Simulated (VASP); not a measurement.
A run of VASP 6.6.1 is set up as follows.

The input INCAR:

```
ALGO = Normal
EDIFF = 1E-6
ENCUT = 520
GGA = PS
ISIF = 2
ISMEAR = -1
LASPH = True
LCHARG = False
LREAL = False
LWAVE = False
NBANDS = 8
NELM = 60
PREC = Accurate
SIGMA = 0.1
```

KPOINTS

```
k-points
0
Gamma
  9 9 9
```

POSCAR

```
Al
1.0
    3.3703490000      0.0000000000      0.0000000000
    0.0000000000      3.3703490000      0.0000000000
    0.0000000000      0.0000000000      3.3703490000
Al
1
Direct
    0.0000000000      0.0000000000      0.0000000000
```

Potentials or basis: VASP PAW PBE potentials, release 64 (Al).

The run is started by

```bash
$ cat potpaw_PBE.64/Al/POTCAR > POTCAR
$ mpirun -np 1 vasp_std > vasp.out
```

(1) Estimate the pressure.

Results:

(1) -8.4 GPa.

Caveat: the PAW data sets were made with another functional, which shifts forces and pressure a little.
